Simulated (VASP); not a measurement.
# BaTiO3: electric field gradients with PBE

The system is BaTiO3.

```
Ba Ti O
1.0
     3.93025    0.00000    0.00000
     0.00000    2.79871    2.80734
     0.00000   -2.79871    2.80734
Ba Ti O
1 1 3
Direct
  0.00000 0.00000 0.00000
  0.50000 0.50790 0.50790
  0.00000 0.49210 0.49210
  0.50000 0.50251 0.99371
  0.50000 0.99371 0.50251
```

- Program: VASP 6.6.1
- Task: electric field gradients
- Functional: PBE
- Potentials or basis: VASP PAW PBE potentials, release 64 (Ba_sv, Ti_sv, O)
- Cutoff: 520 eV
- k mesh: 8 × 8 × 8
- Occupations: fermi-dirac, width 0.05 eV
- Spin: no spin polarisation
- Dipole correction: no
- Further INCAR settings: ALGO = Normal; EDIFF = 1e-08; NBANDS = 28

```yaml
Pressure: 11.6 GPa
Largest_force: 0.148 eV/Å
Band_gap_on_the_k_mesh: 1.87 eV (least direct gap 2.01 eV)
Largest_electric_field_gradient_by_atom: Ba -1.5; Ti -6.3; O +20.6, +21.3 (each value once) V/Å²
```

Forces on the atoms (eV/Å):
```
Ba   0.000  0.000  0.090
Ti   0.000  0.000  0.032
O    0.000  0.000  0.081
O    0.000 -0.107 -0.102
O    0.000  0.107 -0.102
```

Stress tensor (GPa, compression positive):
```
12.45  0.00  0.00
 0.00 11.58  0.00
 0.00  0.00 10.79
```

Levels at points of the mesh, in eV from the valence-band top:
```tsv
k point	band 18	band 19	band 20	band 21	band 22	band 23
(0.00, 0.00, 0.00)	-0.21	-0.17	-0.14	1.87	1.90	1.98
(0.50, 0.00, 0.00)	-1.85	-0.78	-0.74	2.07	3.73	3.76
(0.00, 0.50, 0.00)	-1.78	-0.76	-0.72	2.09	3.69	3.71
(0.50, 0.50, 0.00)	-0.84	-0.84	-0.09	3.71	3.76	4.15
(0.00, 0.50, 0.50)	-0.90	-0.88	-0.13	3.70	3.73	4.12
(0.50, 0.50, 0.50)	-0.03	0.00	0.00	4.41	4.42	4.44
```

Electric field gradients, principal values (V/Å²):
```csv
atom,least,middle,greatest (by size)
1 Ba,0.676,0.785,-1.461
2 Ti,2.925,3.336,-6.261
3 O,-9.885,-10.750,20.635
4 O,-9.924,-11.366,21.289
5 O,-9.924,-11.366,21.289
```

It took 6.1 min on 1 thread of Intel Xeon 8259CL (shared host), peak memory 0.31 GiB.

Caveat: the cell stands under pressure; without QUAD_EFG the Cq values of the log hold for a quadrupole moment of 1 mb, not for the nuclei; spin-orbit coupling is left out, which moves the levels of the heavy elements. A k mesh can miss the band edges.
